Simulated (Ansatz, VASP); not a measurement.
**One calculation of PtSe2, two programs**

```
Se Pt
1.0
     3.73000    0.00000    0.00000
    -1.86500    3.23027    0.00000
     0.00000    0.00000   29.04000
Se Pt
2 1
Direct
  0.66667 0.33333 0.30964
  0.33333 0.66667 0.40042
  0.00000 0.00000 0.35503
```

Alike in both runs: task single point; functional LDA; k mesh 12 × 12 × 1; occupations gaussian, width 0.01 eV; no spin polarisation.

|  | VASP | Ansatz |
| --- | --- | --- |
| version | VASP 6.6.1 | Ansatz 0.2.0 |
| potentials or method | VASP PAW LDA potentials, release 64 (Se, Pt) | scalar-relativistic, plane waves, PAW |
| plane-wave cutoff (eV) | 520 | 420 |
| valence electrons in the cell | 22 | 50 |

```csv
,VASP,Ansatz,Ansatz less VASP
gap on the k mesh at the Fermi level (eV),1.31,1.32,+0.011
least direct gap on the mesh (eV),1.55,1.56,+0.011
```

LDA's correlation is that of Perdew and Zunger in VASP and of Perdew and Wang (1992) in Ansatz. VASP's potentials hold 22 valence electrons a cell and Ansatz's 50, so a difference there can come from the potentials and not from the codes.

Spin-orbit coupling is off throughout.
